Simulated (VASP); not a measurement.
The system is Bi.

```
Bi
1.0
     3.74679    0.00000    0.00000
    -1.87339    3.24481    0.00000
     0.00000    0.00000   12.08412
Bi
4
Direct
  0.00000 0.00000 0.00000
  0.00000 0.00000 0.50000
  0.33333 0.66667 0.75000
  0.66667 0.33333 0.25000
```

| Property | Result |
| --- | --- |
| Program | VASP 6.6.1 |
| Task | relaxation of cell and atoms |
| Functional | PBE |
| Potentials or basis | VASP PAW PBE potentials, release 64 (Bi_d) |
| Cutoff | 600 eV |
| k mesh | 6 × 6 × 2 |
| Occupations | gaussian, width 0.1 eV |
| Spin | no spin polarisation |

At the start: pressure -5.9 GPa; volume 36.73 Å³/atom.

Question: Where does the relaxation end?

Answer: Over 5 steps the energy falls by 121.3 meV/atom and the volume is 31.34 Å³/atom (-14.7 %); space group P6_3/mmc (No. 194, to 0.05 Å).

Step by step:
```
step  energy change (eV)  largest force (eV/Å)  pressure (GPa)  volume (Å³)
   1              0.0000                0.0000           -5.91       146.91
   2             -0.4298                0.0000            2.84       119.93
   3             -0.4734                0.0000            0.16       125.31
   4             -0.4848                0.0000            0.11       125.35
   5             -0.4850                0.0000            0.11       125.35
```

Final structure:
```yaml
crystal:
  lattice:
    - [3.50737, 0.00000, 0.00000]
    - [-1.75369, 3.03747, 0.00000]
    - [0.00000, 0.00000, 11.76616]
  atoms:
    - { symbol: Bi, position: [0.00000, 0.00000, 0.00000] }
    - { symbol: Bi, position: [0.00000, 0.00000, 0.50000] }
    - { symbol: Bi, position: [0.33333, 0.66667, 0.75000] }
    - { symbol: Bi, position: [0.66667, 0.33333, 0.25000] }
```
